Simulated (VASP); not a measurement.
# LiSi16 (a cell with a defect) in VASP: relaxation of the atoms with PBEsol

Aim: the relaxation of the atoms of LiSi16 (a cell with a defect) with PBEsol.

Program: VASP 6.6.1. These are calculated values, not measurements. Logs are shortened: lines on timing, memory, paths and dates and some standing lists are left out, and cuts for length are marked.

### 1 The cell of the first run

The cell holds a defect, 17 atoms: a = 7.679 Å, b = 7.679 Å, c = 7.679 Å, α = 60.00°, β = 60.00°, γ = 60.00°.

### 2 Relaxation of the atoms, PBEsol

Input file INCAR:

```
SYSTEM = LiSi16
PREC     = Accurate       ! precision mode
ENCUT    = 520            ! plane-wave cutoff, eV
EDIFF    = 1E-6           ! SCF threshold, eV
ISMEAR   = 0              ! smearing method
SIGMA    = 0.05           ! smearing width, eV
LREAL    = Auto         
LASPH    = .True.         ! aspherical terms in the spheres
NELM     = 80             ! most SCF steps
ALGO     = Normal         ! electronic algorithm
ISIF     = 2              ! what is computed and relaxed
LWAVE    = .False.        ! write WAVECAR
LCHARG   = .False.        ! write CHGCAR
GGA      = PS             ! functional
IBRION   = 2              ! ionic algorithm
NSW      = 80             ! ionic steps
EDIFFG   = -0.03          ! ionic threshold
NELECT   = 66.0
```

Input file KPOINTS:

```
regular mesh
0
Gamma
  2 2 2
  0 0 0
```

Input file POSCAR:

```
LiSi16
1.0
    0.0000000000      5.4300000000      5.4300000000
    5.4300000000      0.0000000000      5.4300000000
    5.4300000000      5.4300000000      0.0000000000
Si Li
16 1
Direct
    0.0000000000      0.0000000000      0.0000000000
    0.1250000000      0.1250000000      0.1250000000
    0.0000000000      0.0000000000      0.5000000000
    0.1250000000      0.1250000000      0.6250000000
    0.0000000000      0.5000000000      0.0000000000
    0.1250000000      0.6250000000      0.1250000000
    0.0000000000      0.5000000000      0.5000000000
    0.1250000000      0.6250000000      0.6250000000
    0.5000000000      0.0000000000      0.0000000000
    0.6250000000      0.1250000000      0.1250000000
    0.5000000000      0.0000000000      0.5000000000
    0.6250000000      0.1250000000      0.6250000000
    0.5000000000      0.5000000000      0.0000000000
    0.6250000000      0.6250000000      0.1250000000
    0.5000000000      0.5000000000      0.5000000000
    0.6250000000      0.6250000000      0.6250000000
    0.5629505900      0.3076570600      0.3164345000
```

Potentials or basis: VASP PAW PBE potentials, release 64 (Si, Li_sv).

Run with:

```
$ cat potpaw_PBE.64/Si/POTCAR potpaw_PBE.64/Li_sv/POTCAR > POTCAR
$ mpirun -np 1 vasp_std > vasp.out
```

OUTCAR:

```text
SYSTEM = LiSi16
   PREC = Accurate
   ENCUT = 520
   EDIFF = 1E-6
   ISMEAR = 0
   LREAL = Auto
   LASPH = .True.
   NELM = 80
   ISIF = 2
   GGA = PS
   IBRION = 2
   NSW = 80
   EDIFFG = -0.03
   NELECT = 66.0

 ion  position               nearest neighbor table
   1  0.000  0.000  0.000-   2 2.35   4 2.35   6 2.35  10 2.35
   2  0.125  0.125  0.125-   1 2.35   3 2.35   5 2.35   9 2.35
   3  0.000  0.000  0.500-   2 2.35   4 2.35   8 2.35  12 2.35
   4  0.125  0.125  0.625-   1 2.35   3 2.35   7 2.35  11 2.35
   5  0.000  0.500  0.000-   2 2.35   6 2.35   8 2.35  14 2.35
   6  0.125  0.625  0.125-   1 2.35   5 2.35   7 2.35  13 2.35
   7  0.000  0.500  0.500-   4 2.35   6 2.35   8 2.35  16 2.35
   8  0.125  0.625  0.625-   3 2.35   5 2.35   7 2.35  15 2.35
   9  0.500  0.000  0.000-   2 2.35  10 2.35  12 2.35  14 2.35
  10  0.625  0.125  0.125-  17 2.25   9 2.35  11 2.35  13 2.35   1 2.35
  11  0.500  0.000  0.500-  17 2.22  10 2.35  12 2.35  16 2.35   4 2.35
  12  0.625  0.125  0.625-  17 2.22   9 2.35  11 2.35  15 2.35   3 2.35
  13  0.500  0.500  0.000-  17 2.28  10 2.35  14 2.35  16 2.35   6 2.35
  14  0.625  0.625  0.125-  17 2.28   9 2.35  13 2.35  15 2.35   5 2.35
  15  0.500  0.500  0.500-  17 2.26  12 2.35  14 2.35  16 2.35   8 2.35
  16  0.625  0.625  0.625-   7 2.35  11 2.35  13 2.35  15 2.35
  17  0.563  0.308  0.316-  11 2.22  12 2.22  10 2.25  15 2.26  13 2.28  14 2.28

  LATTYP: Found a face centered cubic cell.
 ALAT       =    10.8600000000

  Lattice vectors:

 A1 = (   0.0000000000,   5.4300000000,   5.4300000000)
 A2 = (   5.4300000000,   0.0000000000,   5.4300000000)
 A3 = (   5.4300000000,   5.4300000000,   0.0000000000)

Analysis of symmetry for initial positions (statically):
=====================================================================
 Subroutine PRICEL returns:
 Original cell was already a primitive cell.

 Routine SETGRP: Setting up the symmetry group for a
 face centered cubic supercell.

 Subroutine GETGRP returns: Found  1 space group operations
 (whereof  1 operations were pure point group operations)
 out of a pool of 48 trial point group operations.

The static configuration has the point symmetry C_1 .

Analysis of symmetry for dynamics (positions and initial velocities):
=====================================================================
 Subroutine PRICEL returns:
 Original cell was already a primitive cell.

 Routine SETGRP: Setting up the symmetry group for a
 face centered cubic supercell.

 Subroutine GETGRP returns: Found  1 space group operations
 (whereof  1 operations were pure point group operations)
 out of a pool of 48 trial point group operations.

The dynamic configuration has the point symmetry C_1 .

 Subroutine INISYM returns: Found  1 space group operations
 (whereof  1 operations are pure point group operations),
 and found     1 'primitive' translations

----------------------------------------------------------------------------------------

                                     Primitive cell

  volume of cell :     320.2060

  direct lattice vectors                    reciprocal lattice vectors
     0.000000000  5.430000000  5.430000000    -0.092081031  0.092081031  0.092081031
     5.430000000  0.000000000  5.430000000     0.092081031 -0.092081031  0.092081031
     5.430000000  5.430000000  0.000000000     0.092081031  0.092081031 -0.092081031

  length of vectors
     7.679179644  7.679179644  7.679179644     0.159489025  0.159489025  0.159489025

  position of ions in fractional coordinates (direct lattice)
     0.000000000  0.000000000  0.000000000
     0.125000000  0.125000000  0.125000000
     0.000000000  0.000000000  0.500000000
     0.125000000  0.125000000  0.625000000
     0.000000000  0.500000000  0.000000000
     0.125000000  0.625000000  0.125000000
[... 9 lines left out ...]
     0.625000000  0.625000000  0.625000000
     0.562950590  0.307657060  0.316434500

  ion indices of the primitive-cell ions
   primitive index   ion index
                 1           1
                 2           2
                 3           3
                 4           4
                 5           5
                 6           6
[... 9 lines left out ...]
                16          16
                17          17

----------------------------------------------------------------------------------------

 KPOINTS: regular mesh

Automatic generation of k-mesh.
 Grid dimensions read from file:
 generate k-points for:    2    2    2

 Generating k-lattice:

  Cartesian coordinates                     Fractional coordinates (reciprocal lattice)
    -0.046040516  0.046040516  0.046040516     0.500000000  0.000000000  0.000000000
     0.046040516 -0.046040516  0.046040516     0.000000000  0.500000000  0.000000000
     0.046040516  0.046040516 -0.046040516     0.000000000  0.000000000  0.500000000

  Length of vectors
     0.079744512  0.079744512  0.079744512

  Shift w.r.t. Gamma in fractional coordinates (k-lattice)
     0.000000000  0.000000000  0.000000000

 Subroutine IBZKPT returns following result:
 ===========================================

 Found      8 irreducible k-points:

 Following reciprocal coordinates:
            Coordinates               Weight
  0.000000  0.000000  0.000000      1.000000
  0.500000  0.000000  0.000000      1.000000
  0.000000  0.500000  0.000000      1.000000
  0.000000  0.000000  0.500000      1.000000
  0.500000  0.500000  0.500000      1.000000
  0.500000  0.500000  0.000000      1.000000
  0.000000  0.500000  0.500000      1.000000
  0.500000  0.000000  0.500000      1.000000
   k-points           NKPTS =      8   k-points in BZ     NKDIM =      8   number of bands    NBANDS=     42
   number of dos      NEDOS =    301   number of ions     NIONS =     17
   total plane-waves  NPLWV = 216000
   dimension x,y,z NGX =    60 NGY =   60 NGZ =   60
   dimension x,y,z NGXF=   120 NGYF=  120 NGZF=  120
   ions per type =              16   1
   NGX,Y,Z   is equivalent  to a cutoff of  12.99, 12.99, 12.99 a.u.
   NGXF,Y,Z  is equivalent  to a cutoff of  25.98, 25.98, 25.98 a.u.
 SYSTEM =  LiSi16
   PREC   = accura    normal or accurate (medium, high low for compatibility)
   ISTART =      0    job   : 0-new  1-cont  2-samecut
   ICHARG =      2    charge: 1-file 2-atom 10-const
   ISPIN  =      1    spin polarized calculation?
   LNONCOLLINEAR =      F non collinear calculations
   LSORBIT =      F    spin-orbit coupling
   LASPH  =      T    aspherical Exc in radial PAW
   ENCUT  =  520.0 eV  38.22 Ry    6.18 a.u.  14.28 14.28 14.28*2*pi/ulx,y,z
   NELM   =     80;   NELMIN=  2; NELMDL= -5     # of ELM steps
   EDIFF  = 0.1E-05   stopping-criterion for ELM
   LREAL  =      T    real-space projection
   EDIFFG = -.3E-01   stopping-criterion for IOM
   NSW    =     80    number of steps for IOM
   IBRION =      2    ionic relax: 0-MD 1-quasi-New 2-CG
   NFREE  =      1    steps in history (QN), initial steepest desc. (CG)
   ISIF   =      2    stress and relaxation
   ISYM   =      2    0-nonsym 1-usesym 2-fastsym
   POTIM  = 0.5000    time-step for ionic-motion
   TEBEG  =    0.0;   TEEND  =   0.0 temperature during run
   PSTRESS=    0.0 pullay stress
   NELECT =      66.0000    total number of electrons
   NUPDOWN=      -1.0000    fix difference up-down
   EMIN   =  10.00;   EMAX   =-10.00  energy-range for DOS
   EFERMI =   0.00;   METHOD = LEGACY
   ISMEAR =     0;   SIGMA  =   0.05  broadening in eV -4-tet -1-fermi 0-gaus
   EFERMI_NEDOS =   21; number of points for ismear=-14 and -15
   IALGO  =     38    algorithm
   IMIX   =      4    mixing-type and parameters
     AMIX     =   0.40;   BMIX     =  1.00
     AMIX_MAG =   1.60;   BMIX_MAG =  1.00
  volume/ion in A,a.u.               =      18.84       127.11
  Fermi-wavevector in a.u.,A,eV,Ry     =   0.967044  1.827449 12.723821  0.935174
  Thomas-Fermi vector in A             =   2.096897
   LORBIT       =      0    0 simple, 1 ext, 2 COOP (PROOUT), +10 PAW based schemes
   GGA     = PS    functional components
   LHFCALC =     F    Hartree Fock is set to
   AEXX    =    0.0000 exact exchange contribution
   IVDW    =     0    specifies the selected vdW correction
   LEPSILON=     F    determine dielectric tensor
   LRPA    =     F    only Hartree local field effects (RPA)
 conjugate gradient relaxation of ions
 non-spin polarized calculation
 Gauss-broadening in eV      SIGMA  =   0.05
  energy-cutoff  :      520.00
  volume of cell :      320.21
 maximum number of plane-waves:      8646
 NGX is ok and might be reduce to    60
   NGX = 29   NGY = 29   NGZ = 29

--------------------------------------- Ionic step        1  -------------------------------------------

 number of electron      66.0000004 magnetization

 Free energy of the ion-electron system (eV)
  ---------------------------------------------------
  ext. energy  EPLUGINS =         0.00000000
  ---------------------------------------------------
  free energy    TOTEN  =       -97.76341847 eV

  energy without entropy =      -97.75384253  energy(sigma->0) =      -97.75863050

------------------------ aborting loop because EDIFF is reached ----------------------------------------

  FORCE on cell =-STRESS in cart. coord.  units (eV):
  Direction    XX          YY          ZZ          XY          YZ          ZX
  --------------------------------------------------------------------------------------
  -------------------------------------------------------------------------------------
  Total       -2.7245946     -2.7103844     -2.7044972      1.7751705     -1.7803312      1.7747481
  in kB      -13.6327348    -13.5616330    -13.5321759      8.8822126     -8.9080349      8.8800993
  external PRESSURE =     -13.5755146 kB  Pullay stress =       0.0000000 kB
[... 134 lines left out ...]
  FREE ENERGIE OF THE ION-ELECTRON SYSTEM (eV)
  ---------------------------------------------------
  free  energy   TOTEN  =       -98.0623076535 eV

  energy  without entropy=      -98.0603442797  energy(sigma->0) =      -98.06132597

[... ionic steps 4 to 64 ...]

--------------------------------------- Ionic step       65  -------------------------------------------

 number of electron      66.0000000 magnetization

------------------------ aborting loop because EDIFF is reached ----------------------------------------

  FORCE on cell =-STRESS in cart. coord.  units (eV):
  Direction    XX          YY          ZZ          XY          YZ          ZX
  --------------------------------------------------------------------------------------
  -------------------------------------------------------------------------------------
  Total       -4.5246624     -4.5306082     -4.5282961      0.0739547      0.0565532     -0.0515053
  in kB      -22.6395231    -22.6692736    -22.6577048      0.3700386      0.2829689     -0.2577112
  external PRESSURE =     -22.6555005 kB  Pullay stress =       0.0000000 kB
[... 87 lines left out ...]
  energy  without entropy=      -98.7598758991  energy(sigma->0) =      -98.75987590

--------------------------------------- Ionic step       67  -------------------------------------------

 number of electron      66.0000000 magnetization

 Free energy of the ion-electron system (eV)
  ---------------------------------------------------
  ext. energy  EPLUGINS =         0.00000000
  ---------------------------------------------------
  free energy    TOTEN  =       -98.76015151 eV

  energy without entropy =      -98.76015151  energy(sigma->0) =      -98.76015151

 E-fermi :   6.2639     XC(G=0):  -9.5854

 val. band max:        6.0074864364   @ k =   0.0000   0.0000   0.0000
 cond. band min:       6.5225593747   @ k =   0.0000   0.0000   0.0000
 fundamental gap:      0.5150729384
 Fermi energy:         6.2639090866

 k-point     1 :       0.0000    0.0000    0.0000
  band No.  band energies     occupation
      1     -39.7498      2.00000
      2      -5.9910      2.00000
      3      -3.7222      2.00000
      4      -3.6617      2.00000
      5      -3.6611      2.00000
      6      -3.6603      2.00000
[... 393 lines left out ...]
  FREE ENERGIE OF THE ION-ELECTRON SYSTEM (eV)
  ---------------------------------------------------
  free  energy   TOTEN  =       -98.7601515099 eV

  energy  without entropy=      -98.7601515099  energy(sigma->0) =      -98.76015151

 reached required accuracy - stopping structural energy minimisation
```

Run time: 1.9 h. Hardware: 1 thread of Intel Xeon Platinum 8259CL at 2.50GHz (Skylake/Cascade Lake), shared host; peak memory 0.54 GiB.

What came out:

| Quantity | Value |
| --- | --- |
| Free energy | -98.7602 eV |
| Energy gained by relaxing | 58.6 meV/atom |
| Ionic steps | 67 |
| Largest force after relaxing | 0.017 eV/Å |

Forces on the atoms (eV/Å):
```
Si  -0.001 -0.002  0.002
Si   0.001 -0.001 -0.005
Si  -0.001 -0.003  0.002
Si  -0.004  0.006 -0.006
Si  -0.001 -0.001  0.004
Si  -0.004  0.005  0.002
Si   0.001 -0.007  0.007
Si   0.001  0.006  0.001
Si  -0.012  0.012 -0.005
Si   0.003 -0.004 -0.001
Si  -0.002  0.000  0.003
Si   0.003  0.000 -0.001
Si  -0.004 -0.001  0.002
Si   0.004 -0.004 -0.005
Si   0.000  0.002  0.003
Si   0.006 -0.001 -0.008
Li   0.009 -0.007  0.003
```

The path:
```tsv
step	energy change (eV)	largest force (eV/Å)	pressure (GPa)
1	0.0000	1.4642	-1.36
3	-0.2989	0.5101	-1.36
5	-0.3202	0.2952	-1.39
7	-0.3508	0.3218	-1.51
9	-0.3782	0.1755	-1.59
11	-0.4008	0.0983	-1.78
13	-0.4032	0.0596	-1.82
15	-0.4040	0.0427	-1.84
17	-0.4042	0.0535	-1.84
19	-0.4056	0.1214	-1.87
21	-0.4054	0.4503	-2.00
23	-0.4071	0.2633	-1.93
25	-0.4072	0.2672	-1.93
27	-0.4076	0.2819	-1.94
29	-0.4094	0.3414	-1.97
31	-0.4145	0.5842	-2.11
33	-0.4192	0.6616	-2.17
35	-0.4182	1.0109	-2.48
37	-0.4324	0.8419	-2.36
39	-0.4737	0.9903	-2.71
41	-0.5632	0.7502	-2.86
43	-0.6439	0.6040	-3.06
45	-0.7039	0.3662	-2.99
47	-0.7355	0.3623	-2.90
49	-0.8061	0.8519	-2.44
51	-0.8405	0.5629	-2.54
53	-0.9581	0.3516	-2.34
55	-0.9675	0.3981	-2.30
57	-0.9842	0.1126	-2.30
59	-0.9892	0.1564	-2.29
61	-0.9945	0.0633	-2.27
63	-0.9956	0.0575	-2.27
65	-0.9962	0.0505	-2.27
67	-0.9967	0.0174	-2.26
```

Final structure:
```yaml
crystal:
  lattice:
    - [0.00000, 5.43000, 5.43000]
    - [5.43000, 0.00000, 5.43000]
    - [5.43000, 5.43000, 0.00000]
  atoms:
    - { symbol: Si, position: [0.99105, 0.00142, 0.00200] }
    - { symbol: Si, position: [0.12117, 0.12607, 0.12653] }
    - { symbol: Si, position: [0.99102, 0.00138, 0.50587] }
    - { symbol: Si, position: [0.11319, 0.13083, 0.62812] }
    - { symbol: Si, position: [0.99092, 0.50533, 0.00198] }
    - { symbol: Si, position: [0.11294, 0.62761, 0.13152] }
    - { symbol: Si, position: [0.98878, 0.50326, 0.50411] }
    - { symbol: Si, position: [0.11303, 0.62756, 0.62810] }
    - { symbol: Si, position: [0.48913, 0.00366, 0.00373] }
    - { symbol: Si, position: [0.61176, 0.12615, 0.12661] }
    - { symbol: Si, position: [0.48702, 0.00140, 0.50589] }
    - { symbol: Si, position: [0.61173, 0.12614, 0.63570] }
    - { symbol: Si, position: [0.48683, 0.50546, 0.00210] }
    - { symbol: Si, position: [0.61172, 0.63543, 0.12650] }
    - { symbol: Si, position: [0.48689, 0.50540, 0.50576] }
    - { symbol: Si, position: [0.61624, 0.62755, 0.62815] }
    - { symbol: Li, position: [0.73953, 0.25302, 0.25378] }
```

Levels at points of the mesh, in eV from the Fermi level:
| k point | band 31 | band 32 | band 33 | band 34 | band 35 | band 36 |
| --- | --- | --- | --- | --- | --- | --- |
| (0.00, 0.00, 0.00) | -0.26 | -0.26 | -0.26 | 0.26 | 0.26 | 0.26 |
| (0.50, 0.00, 0.00) | -1.08 | -0.99 | -0.99 | 0.84 | 1.03 | 1.03 |
| (0.00, 0.50, 0.00) | -1.08 | -0.99 | -0.99 | 0.84 | 1.03 | 1.03 |
| (0.00, 0.00, 0.50) | -1.08 | -0.99 | -0.99 | 0.84 | 1.03 | 1.03 |
| (0.50, 0.50, 0.50) | -1.08 | -0.99 | -0.99 | 0.84 | 1.03 | 1.03 |
| (0.50, 0.50, 0.00) | -1.63 | -1.58 | -1.54 | 0.71 | 0.78 | 1.85 |
| (0.00, 0.50, 0.50) | -1.63 | -1.58 | -1.54 | 0.71 | 0.78 | 1.85 |
| (0.50, 0.00, 0.50) | -1.63 | -1.58 | -1.54 | 0.71 | 0.78 | 1.85 |

Caveat: the k points lie up to 0.50 Å⁻¹ apart; the cell carries a net charge on a neutralising background, which shifts energy and pressure; the cell is charged against a uniform background, so pressure and absolute levels hang on convention; the cutoff is under 1.25 times the usual one of these potentials, so pressure, stress and relaxed cells hold a basis-set (Pulay) error; the PAW data sets were made with another functional, which shifts forces and pressure a little.
